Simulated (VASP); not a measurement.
Here is a VASP 6.6.1 calculation.

INCAR

```
PREC = Accurate ; ENCUT = 520
EDIFF = 1E-8 ; ISMEAR = -1
SIGMA = 0.05 ; LREAL = F
LASPH = T ; NELM = 100
ALGO = Normal ; ISIF = 2
LWAVE = F ; LCHARG = F
LEFG = T ; NBANDS = 21
```

Contents of KPOINTS:

```
regular mesh
0
Gamma
  8 8 8
```

File POSCAR:

```
Pb
1.0
    0.0000000000      3.4504253888      3.4504253888
    3.4504253888      0.0000000000      3.4504253888
    3.4504253888      3.4504253888      0.0000000000
Pb
2
Direct
    0.0000000000      0.0000000000      0.0000000000
    0.2500000000      0.2500000000      0.2500000000
```

Potentials or basis: VASP PAW LDA potentials, release 64 (Pb_d).

Launch:

```bash
$ cat potpaw_LDA.64/Pb_d/POTCAR > POTCAR
$ mpirun -np 1 vasp_std > vasp.out
```

Q: What does it give for the pressure?

A: -1.0 GPa.

Q: Predict the band gap on the k mesh.

A: Zero (band 14 reaches 4.36 eV, above the bottom of band 15 at 3.22 eV).

Caveat: without QUAD_EFG the Cq values of the log hold for a quadrupole moment of 1 mb, not for the nuclei; spin-orbit coupling is left out, which moves the levels of the heavy elements.
